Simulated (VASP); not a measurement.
# SiC: single point with PBE

SiC:

```xyz
2
Lattice="0.0000 2.1781 2.1127 2.1781 0.0000 2.1127 2.1781 2.1781 0.0000" Properties=species:S:1:pos:R:3 pbc="T T T"
Si    0.0000    0.0000    0.0000
C     1.0890    1.0890    1.0564
```

This cell differs from its parent crystal: uniaxial z strain -3.0%.

```
Program             : VASP 6.6.1
Task                : single point
Functional          : PBE
Potentials or basis : VASP PAW PBE potentials, release 64 (Si, C)
Cutoff              : 520 eV
k mesh              : 10 × 10 × 10
Occupations         : fermi-dirac, width 0.02 eV
Spin                : no spin polarisation
```

| Item | Value |
| --- | --- |
| Pressure | 10.7 GPa |
| Band gap on the k mesh | 1.01 eV, indirect (least direct gap 4.53 eV) |

Stress tensor (GPa, compression positive):
```
 8.28  0.00  0.00
 0.00  8.28  0.00
 0.00  0.00 15.61
```

Levels at points of the mesh, in eV from the valence-band top:
```csv
k point,band 1,band 2,band 3,band 4,band 5,band 6,band 7,band 8,band 9
"(0.00, 0.00, 0.00)",-15.79,-0.20,-0.20,0.00,6.47,7.35,7.43,7.43,14.09
"(0.50, 0.00, 0.00)",-12.10,-8.84,-1.38,-1.01,5.50,6.99,7.55,10.11,16.33
"(0.50, 0.50, 0.00)",-10.45,-7.77,-3.60,-3.60,1.01,3.94,14.18,14.18,15.40
"(0.50, 0.00, 0.50)",-10.70,-8.16,-3.29,-3.24,1.29,4.48,13.82,14.80,14.88
```

Run time: 22 s on 1 thread of Intel Xeon 8259CL (shared host), peak memory 0.14 GiB.

Caveat: the cell differs from its parent crystal (uniaxial z strain -3.0%). A k mesh can miss the band edges.
